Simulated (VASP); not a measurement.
# ZnO (P6_3/mmc) in VASP: a series of runs

ZnO is run at these levels: PBEsol; tasks: single point.

All numbers are computed with VASP 6.6.1; they aren't measurements. Logs are shortened: lines on timing, memory, paths and dates and some standing lists are left out, and cuts for length are marked.

**1. The cell of the first run**

It takes space group P6_3/mmc (No. 194, hexagonal). Conventional cell: a = 3.189 Å, b = 3.189 Å, c = 6.917 Å, α = 90.00°, β = 90.00°, γ = 120.00°. Zn (site symmetry -6m2) has 3 O at 1.84 Å within 2.4 Å. Within 2.4 Å of O (site symmetry -6m2) lie 3 Zn at 1.84 Å.

**2. Single point, PBEsol (strain -0.030 along x and y, -0.030 along z)**

The input, INCAR:

```
SYSTEM = ZnO
PREC     = Accurate       ! precision mode
ENCUT    = 520            ! plane-wave cutoff, eV
EDIFF    = 1E-6           ! SCF threshold, eV
ISMEAR   = 0              ! smearing method
SIGMA    = 0.05           ! smearing width, eV
LREAL    = .False.        ! projectors in reciprocal space
LASPH    = .True.         ! aspherical terms in the spheres
NELM     = 80             ! most SCF steps
ALGO     = Normal         ! electronic algorithm
ISIF     = 2              ! what is computed and relaxed
LWAVE    = .False.        ! write WAVECAR
LCHARG   = .False.        ! write CHGCAR
GGA      = PS             ! functional
NBANDS   = 26             ! bands
```

The input, KPOINTS:

```
Automatic mesh
0
Gamma
  9 9 4
  0 0 0
```

The input, POSCAR:

```
ZnO
1.0
    3.1893281439      0.0000000000      0.0000000000
   -1.5946640719      2.7620391936      0.0000000000
    0.0000000000      0.0000000000      6.9165281095
Zn O
2 2
Direct
    0.0000000000      0.0000000000      0.7500000000
    0.0000000000      0.0000000000      0.2500000000
    0.3333333333      0.6666666667      0.2500000000
    0.6666666667      0.3333333333      0.7500000000
```

Potentials or basis: VASP PAW PBE potentials, release 64 (Zn, O).

Started as:

```
$ cat potpaw_PBE.64/Zn/POTCAR potpaw_PBE.64/O/POTCAR > POTCAR
$ mpirun -np 1 vasp_std > vasp.out
```

OUTCAR:

```text
SYSTEM = ZnO
   PREC = Accurate
   ENCUT = 520
   EDIFF = 1E-6
   ISMEAR = 0
   LREAL = .False.
   LASPH = .True.
   NELM = 80
   ISIF = 2
   GGA = PS

 ion  position               nearest neighbor table
   1  0.000  0.000  0.750-   4 1.84   4 1.84   4 1.84
   2  0.000  0.000  0.250-   3 1.84   3 1.84   3 1.84
   3  0.333  0.667  0.250-   2 1.84   2 1.84   2 1.84
   4  0.667  0.333  0.750-   1 1.84   1 1.84   1 1.84

  LATTYP: Found a hexagonal cell.
 ALAT       =     3.1893281439
 C/A-ratio  =     2.1686473757

  Lattice vectors:

 A1 = (   3.1893281439,   0.0000000000,   0.0000000000)
 A2 = (  -1.5946640719,   2.7620391936,   0.0000000000)
 A3 = (   0.0000000000,   0.0000000000,   6.9165281095)

Analysis of symmetry for initial positions (statically):
=====================================================================
 Subroutine PRICEL returns:
 Original cell was already a primitive cell.

 Routine SETGRP: Setting up the symmetry group for a
 hexagonal supercell.

 Subroutine GETGRP returns: Found 24 space group operations
 (whereof 12 operations were pure point group operations)
 out of a pool of 24 trial point group operations.

The static configuration has the point symmetry D_3d.
 The point group associated with its full space group is D_6h.

Analysis of symmetry for dynamics (positions and initial velocities):
=====================================================================
 Subroutine PRICEL returns:
 Original cell was already a primitive cell.

 Routine SETGRP: Setting up the symmetry group for a
 hexagonal supercell.

 Subroutine GETGRP returns: Found 24 space group operations
 (whereof 12 operations were pure point group operations)
 out of a pool of 24 trial point group operations.

The dynamic configuration has the point symmetry D_3d.
 The point group associated with its full space group is D_6h.

 Subroutine INISYM returns: Found 24 space group operations
 (whereof 12 operations are pure point group operations),
 and found     1 'primitive' translations

----------------------------------------------------------------------------------------

                                     Primitive cell

  volume of cell :      60.9280

  direct lattice vectors                    reciprocal lattice vectors
     3.189328144  0.000000000  0.000000000     0.313545661  0.181025672  0.000000000
    -1.594664072  2.762039194  0.000000000     0.000000000  0.362051343  0.000000000
     0.000000000  0.000000000  6.916528109     0.000000000  0.000000000  0.144581210

  length of vectors
     3.189328144  3.189328144  6.916528109     0.362051343  0.362051343  0.144581210

  position of ions in fractional coordinates (direct lattice)
     0.000000000  0.000000000  0.750000000
     0.000000000  0.000000000  0.250000000
     0.333333333  0.666666667  0.250000000
     0.666666667  0.333333333  0.750000000

  ion indices of the primitive-cell ions
   primitive index   ion index
                 1           1
                 2           2
                 3           3
                 4           4

----------------------------------------------------------------------------------------

 KPOINTS: Automatic mesh

Automatic generation of k-mesh.
 Grid dimensions read from file:
 generate k-points for:    9    9    4

 Generating k-lattice:

  Cartesian coordinates                     Fractional coordinates (reciprocal lattice)
     0.034838407  0.020113964  0.000000000     0.111111111  0.000000000  0.000000000
     0.000000000  0.040227927  0.000000000     0.000000000  0.111111111  0.000000000
     0.000000000  0.000000000  0.036145302     0.000000000  0.000000000  0.250000000

  Length of vectors
     0.040227927  0.040227927  0.036145302

  Shift w.r.t. Gamma in fractional coordinates (k-lattice)
     0.000000000  0.000000000  0.000000000

 Subroutine IBZKPT returns following result:
 ===========================================

 Found     36 irreducible k-points:

 Following reciprocal coordinates:
            Coordinates               Weight
  0.000000  0.000000  0.000000      1.000000
  0.111111  0.000000  0.000000      6.000000
  0.222222  0.000000  0.000000      6.000000
  0.333333 -0.000000  0.000000      6.000000
  0.444444  0.000000  0.000000      6.000000
  0.111111  0.111111  0.000000      6.000000
[... 16 lines left out ...]
  0.333333  0.222222  0.250000     24.000000
  0.333333  0.333333  0.250000      4.000000
 [... further k-points ...]
   k-points           NKPTS =     36   k-points in BZ     NKDIM =     36   number of bands    NBANDS=     26
   number of dos      NEDOS =    301   number of ions     NIONS =      4
   total plane-waves  NPLWV =  31104
   dimension x,y,z NGX =    24 NGY =   24 NGZ =   54
   dimension x,y,z NGXF=    48 NGYF=   48 NGZF=  108
   ions per type =               2   2
   NGX,Y,Z   is equivalent  to a cutoff of  12.51, 12.51, 12.98 a.u.
   NGXF,Y,Z  is equivalent  to a cutoff of  25.02, 25.02, 25.96 a.u.
 SYSTEM =  ZnO
   PREC   = accura    normal or accurate (medium, high low for compatibility)
   ISTART =      0    job   : 0-new  1-cont  2-samecut
   ICHARG =      2    charge: 1-file 2-atom 10-const
   ISPIN  =      1    spin polarized calculation?
   LNONCOLLINEAR =      F non collinear calculations
   LSORBIT =      F    spin-orbit coupling
   LASPH  =      T    aspherical Exc in radial PAW
   ENCUT  =  520.0 eV  38.22 Ry    6.18 a.u.   5.93  5.93 12.86*2*pi/ulx,y,z
   NELM   =     80;   NELMIN=  2; NELMDL= -5     # of ELM steps
   EDIFF  = 0.1E-05   stopping-criterion for ELM
   LREAL  =      F    real-space projection
   EDIFFG = 0.1E-04   stopping-criterion for IOM
   NSW    =      0    number of steps for IOM
   IBRION =     -1    ionic relax: 0-MD 1-quasi-New 2-CG
   NFREE  =      0    steps in history (QN), initial steepest desc. (CG)
   ISIF   =      2    stress and relaxation
   ISYM   =      2    0-nonsym 1-usesym 2-fastsym
   POTIM  = 0.5000    time-step for ionic-motion
   TEBEG  =    0.0;   TEEND  =   0.0 temperature during run
   PSTRESS=    0.0 pullay stress
   NELECT =      36.0000    total number of electrons
   NUPDOWN=      -1.0000    fix difference up-down
   EMIN   =  10.00;   EMAX   =-10.00  energy-range for DOS
   EFERMI =   0.00;   METHOD = LEGACY
   ISMEAR =     0;   SIGMA  =   0.05  broadening in eV -4-tet -1-fermi 0-gaus
   EFERMI_NEDOS =   21; number of points for ismear=-14 and -15
   IALGO  =     38    algorithm
   IMIX   =      4    mixing-type and parameters
     AMIX     =   0.40;   BMIX     =  1.00
     AMIX_MAG =   1.60;   BMIX_MAG =  1.00
  volume/ion in A,a.u.               =      15.23       102.79
  Fermi-wavevector in a.u.,A,eV,Ry     =   1.373736  2.595985 25.676241  1.887151
  Thomas-Fermi vector in A             =   2.499226
   LORBIT       =      0    0 simple, 1 ext, 2 COOP (PROOUT), +10 PAW based schemes
   GGA     = PS    functional components
   LHFCALC =     F    Hartree Fock is set to
   AEXX    =    0.0000 exact exchange contribution
   IVDW    =     0    specifies the selected vdW correction
   LEPSILON=     F    determine dielectric tensor
   LRPA    =     F    only Hartree local field effects (RPA)
 non-spin polarized calculation
 Gauss-broadening in eV      SIGMA  =   0.05
  energy-cutoff  :      520.00
  volume of cell :       60.93
 maximum number of plane-waves:      1668
 NGX is ok and might be reduce to    24
   NGX = 11   NGY = 11   NGZ = 25

 number of electron      35.9999995 magnetization

 Free energy of the ion-electron system (eV)
  ---------------------------------------------------
  ext. energy  EPLUGINS =         0.00000000
  ---------------------------------------------------
  free energy    TOTEN  =       -18.24785944 eV

  energy without entropy =      -18.24785944  energy(sigma->0) =      -18.24785944

 E-fermi :   0.0360     XC(G=0):  -9.6145

 val. band max:       -0.1726803706   @ k =   0.0000   0.0000   0.0000
 cond. band min:       0.5652412138   @ k =   0.0000   0.0000   0.0000
 fundamental gap:      0.7379215844
 Fermi energy:         0.0359914624

 k-point     1 :       0.0000    0.0000    0.0000
  band No.  band energies     occupation
      1     -18.3096      2.00000
      2     -18.2024      2.00000
      3      -6.8764      2.00000
      4      -6.8764      2.00000
      5      -6.8579      2.00000
      6      -6.8579      2.00000
[... 18 lines left out ...]
     25      12.9884      0.00000
     26      13.8631      0.00000

 k-point     2 :       0.1111    0.0000    0.0000
  band No.  band energies     occupation
      1     -18.2408      2.00000
      2     -18.1395      2.00000
      3      -6.9083      2.00000
      4      -6.8944      2.00000
      5      -6.7822      2.00000
      6      -6.7633      2.00000
[... 18 lines left out ...]
     25      12.8918      0.00000
     26      13.2387      0.00000

 k-point     3 :       0.2222    0.0000    0.0000
  band No.  band energies     occupation
      1     -18.0619      2.00000
      2     -17.9775      2.00000
      3      -6.9457      2.00000
      4      -6.9401      2.00000
      5      -6.5179      2.00000
      6      -6.4986      2.00000
[... 18 lines left out ...]
     25      12.2014      0.00000
     26      13.5979      0.00000

 k-point     4 :       0.3333   -0.0000    0.0000
  band No.  band energies     occupation
      1     -17.8485      2.00000
      2     -17.7902      2.00000
      3      -6.8863      2.00000
      4      -6.8799      2.00000
      5      -6.1530      2.00000
      6      -6.1350      2.00000
[... 18 lines left out ...]
     25      12.2021      0.00000
     26      13.2158      0.00000
[... 496 lines left out ...]
      1     -17.7478      2.00000
      2     -17.7160      2.00000
      3      -6.7583      2.00000
      4      -6.7463      2.00000
      5      -5.9153      2.00000
      6      -5.9100      2.00000
[... 18 lines left out ...]
     25      10.7345      0.00000
     26      12.2227      0.00000

 k-point    23 :       0.3333    0.2222    0.2500
  band No.  band energies     occupation
      1     -17.6369      2.00000
      2     -17.6226      2.00000
      3      -6.5263      2.00000
      4      -6.5148      2.00000
      5      -5.8411      2.00000
      6      -5.7473      2.00000
[... 18 lines left out ...]
     25      10.2855      0.00000
     26      11.0501      0.00000

 k-point    24 :       0.3333    0.3333    0.2500
  band No.  band energies     occupation
      1     -17.5953      2.00000
      2     -17.5953      2.00000
      3      -6.3820      2.00000
      4      -6.3659      2.00000
      5      -5.7947      2.00000
      6      -5.7947      2.00000
[... 18 lines left out ...]
     25       9.5479      0.00000
     26      10.5338      0.00000

 [... further k-points ...]
[... 5 lines left out ...]
  --------------------------------------------------------------------------------------
  -------------------------------------------------------------------------------------
  Total        3.3380841      3.3380841     -0.3153319      0.0000000      0.0000000      0.0000000
  in kB       87.7790070     87.7790070     -8.2920389      0.0000000      0.0000000      0.0000000
  external PRESSURE =      55.7553250 kB  Pullay stress =       0.0000000 kB

 VOLUME and BASIS-vectors are now :
 -----------------------------------------------------------------------------
  energy-cutoff  :      520.00
  volume of cell :       60.93
      direct lattice vectors                 reciprocal lattice vectors
     3.189328144  0.000000000  0.000000000     0.313545661  0.181025672  0.000000000
    -1.594664072  2.762039194  0.000000000     0.000000000  0.362051343  0.000000000
     0.000000000  0.000000000  6.916528109     0.000000000  0.000000000  0.144581210

 POSITION                                       TOTAL-FORCE (eV/Angst)
 -----------------------------------------------------------------------------------
      0.00000      0.00000      5.18740        -0.000000      0.000000     -0.000000
      0.00000      0.00000      1.72913         0.000000      0.000000      0.000000
     -0.00000      1.84136      1.72913        -0.000000      0.000000     -0.000000
      1.59466      0.92068      5.18740         0.000000     -0.000000      0.000000
 -----------------------------------------------------------------------------------
    total drift:                               -0.000000      0.000000      0.000000

  FREE ENERGIE OF THE ION-ELECTRON SYSTEM (eV)
  ---------------------------------------------------
  free  energy   TOTEN  =       -18.2478594376 eV

  energy  without entropy=      -18.2478594376  energy(sigma->0) =      -18.24785944
```

Wall time 52 s (1 thread of Intel Xeon Platinum 8488C (Sapphire Rapids), shared host); peak memory 0.2 GiB.

What came out:

- Free energy: -18.2479 eV
- Pressure: 5.6 GPa
- Band gap on the k mesh: 0.74 eV

Levels at points of the mesh, in eV from the valence-band top:
```csv
k point,band 14,band 15,band 16,band 17,band 18,band 19,band 20,band 21,band 22,band 23
"(0.00, 0.00, 0.00)",-2.27,-0.01,-0.01,0.00,0.00,0.74,3.63,5.04,11.24,11.31
"(0.00, 0.00, 0.50)",-3.16,-0.01,-0.01,-0.01,-0.01,1.95,1.95,7.36,7.36,13.54
```

Caveat: the cell differs from its parent crystal (strain -0.030 along x and y, -0.030 along z); the cell stands under pressure; the PAW data sets were made with another functional, which shifts forces and pressure a little; an odd mesh through Γ misses points on the zone boundary, where band edges can lie.

**3. Single point, PBEsol (strain -0.030 along x and y, -0.015 along z)**

The input, INCAR:

```
PREC = Accurate ; ENCUT = 520
EDIFF = 1E-6 ; ISMEAR = 0
SIGMA = 0.05 ; LREAL = F
LASPH = T ; NELM = 80
ALGO = Normal ; ISIF = 2
LWAVE = F ; LCHARG = F
GGA = PS ; NBANDS = 26
```

The input, KPOINTS:

```
regular mesh
0
Gamma
  9 9 4
```

POSCAR: that of step 2 with these lines changed.

```diff
@@ -4,3 +4,3 @@
    -1.5946640719      2.7620391936      0.0000000000
-    0.0000000000      0.0000000000      6.9165281095
+    0.0000000000      0.0000000000      7.0234847298
 Zn O
```

Potentials or basis: VASP PAW PBE potentials, release 64 (Zn, O).

Started as:

```
$ cat potpaw_PBE.64/Zn/POTCAR potpaw_PBE.64/O/POTCAR > POTCAR
$ mpirun -np 1 vasp_std > vasp.out
```

It took 48 s on 1 thread of Intel Xeon Platinum 8488C (Sapphire Rapids), shared host; peak memory 0.2 GiB.

Results (log left out):

- Free energy: -18.2436 eV
- Pressure: 5.5 GPa
- Band gap on the k mesh: 0.75 eV

Stress tensor (GPa, compression positive):
```
 8.62  0.00  0.00
 0.00  8.62  0.00
 0.00  0.00 -0.84
```

Levels at points of the mesh, in eV from the valence-band top:
| k point | band 14 | band 15 | band 16 | band 17 | band 18 | band 19 | band 20 | band 21 | band 22 | band 23 |
| --- | --- | --- | --- | --- | --- | --- | --- | --- | --- | --- |
| (0.00, 0.00, 0.00) | -2.32 | -0.01 | -0.01 | 0.00 | 0.00 | 0.75 | 3.54 | 4.98 | 10.99 | 11.06 |
| (0.00, 0.00, 0.50) | -3.16 | -0.01 | -0.01 | -0.01 | -0.01 | 1.92 | 1.92 | 7.23 | 7.23 | 13.55 |

Caveat: the cell differs from its parent crystal (strain -0.030 along x and y, -0.015 along z); the cell stands under pressure; the PAW data sets were made with another functional, which shifts forces and pressure a little; an odd mesh through Γ misses points on the zone boundary, where band edges can lie.

(Continued in part 2 of 2.)
